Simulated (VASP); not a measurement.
Mg, 1 atom in the cell. Symmetry: Fm-3m, No. 225, cubic system. Conventional cell: a = 4.474 Å, b = 4.474 Å, c = 4.474 Å, α = 90.00°, β = 90.00°, γ = 90.00°. Mg (site symmetry m-3m) has 12 Mg at 3.16 Å within 4.2 Å.  This cell differs from its parent crystal: volume scaled by 0.99.

```yaml
Program: VASP 6.6.1
Task: electric field gradients
Functional: PBE
Potentials_or_basis: VASP PAW PBE potentials, release 64 (Mg)
Cutoff: 520 eV
k_mesh: 16 × 16 × 16
Occupations: fermi-dirac, width 0.03 eV
Spin: no spin polarisation
Dipole_correction: no
Further_INCAR_settings: ALGO = Normal; EDIFF = 1e-08; NBANDS = 7
```

Potentials or basis: VASP PAW PBE potentials, release 64 (Mg).

Command:

```bash
$ cat potpaw_PBE.64/Mg/POTCAR > POTCAR
$ mpirun -np 1 vasp_std > vasp.out
```

Hardware: 1 thread of AMD EPYC 7R43 64-Core Processor (Zen 3) (shared host).

Question: How long does it take, and how much memory?

Answer: Wall time 28 s on 1 thread of AMD EPYC 7R43 64-Core Processor (Zen 3), with other jobs on the host, peak memory 0.11 GiB. Counts: scf iterations 12, k points 145.
